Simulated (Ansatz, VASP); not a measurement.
Te2Mo in VASP and in Ansatz

```
CELL_PARAMETERS angstrom
3.51820 0.00000 0.00000
-1.75910 3.04685 0.00000
0.00000 0.00000 13.97360
ATOMIC_POSITIONS crystal
Te 0.33333 0.66667 0.62016
Te 0.66667 0.33333 0.12016
Te 0.33333 0.66667 0.87984
Te 0.66667 0.33333 0.37984
Mo 0.33333 0.66667 0.25000
Mo 0.66667 0.33333 0.75000
```

Alike in both runs: functional PBE; dispersion D3(BJ); k mesh 10 × 10 × 2; occupations gaussian, width 0.05 eV; no spin polarisation.

Ansatz relaxed the structure, and its values are those at the end. VASP's run is a single point on that final structure, the one shown.

|  | VASP | Ansatz |
| --- | --- | --- |
| version | VASP 6.6.1 | Ansatz 0.2.0 |
| potentials or method | VASP PAW PBE potentials, release 64 (Te, Mo_sv), cutoff 500 eV | scalar-relativistic, plane waves, PAW |
| valence electrons in the cell | 52 | 92 |

VASP gave:

```
gap on the k mesh at the Fermi level (eV) : 0.70
least direct gap on the mesh (eV)         : 1.15
pressure (GPa)                            : -1.2
rms of the force components (eV/Å)        : 0.006
```

Task: What did Ansatz give for the same quantities?

Result: gap on the k mesh at the Fermi level (eV): 0.70; least direct gap on the mesh (eV): 1.15; pressure (GPa): -1.2; rms of the force components (eV/Å): 0.000.

VASP's potentials hold 52 valence electrons a cell and Ansatz's 92, so a difference there can come from the potentials and not from the codes. Ansatz's warnings: stress scf threshold loose.

Neither program's run includes spin-orbit coupling.
